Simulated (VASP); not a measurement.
A run of VASP 6.6.1:

POSCAR

```
SiF
1.0
    3.0024161332      0.0000000000      0.0000000000
    0.0000000000      3.0024161332      0.0000000000
    0.0000000000      0.0000000000      3.0024161332
Si F
1 1
Direct
    0.5000000000      0.5000000000      0.5000000000
    0.0000000000      0.0000000000      0.0000000000
```

INCAR.step1

```
PREC = Accurate
ENCUT = 520
EDIFF = 1E-5
ISMEAR = -1
SIGMA = 0.05
LREAL = False
LASPH = True
NELM = 100
ALGO = Normal
ISIF = 2
LWAVE = True
LCHARG = False
GGA = PE
NBANDS = 12
```

File INCAR.step2:

```
PREC = Accurate
ENCUT = 520
EDIFF = 1E-6
ISMEAR = -1
SIGMA = 0.05
LREAL = False
LASPH = True
NELM = 100
ALGO = Normal
ISIF = 2
LWAVE = False
LCHARG = False
GGA = PE
LHFCALC = True
AEXX = 0.25
PRECFOCK = Normal
ISTART = 1
NBANDS = 12
```

The input KPOINTS:

```
regular mesh
0
Gamma
  5 5 5
```

Potentials or basis: VASP PAW PBE potentials, release 64 (Si, F).

Run with:

```bash
$ cat potpaw_PBE.64/Si/POTCAR potpaw_PBE.64/F/POTCAR > POTCAR
$ cp INCAR.step1 INCAR
$ mpirun -np 1 vasp_std > vasp.out
$ cp INCAR.step2 INCAR
$ mpirun -np 1 vasp_std > vasp.out
```

Hardware: 1 thread of Intel(R) Xeon(R) 6975P-C (Granite Rapids) (shared host).

Question: Estimate the wall time of this run.

Answer: Run time: 86 s on 1 thread of Intel(R) Xeon(R) 6975P-C (Granite Rapids) (shared host), peak memory 0.14 GiB. Counts: k points 10.
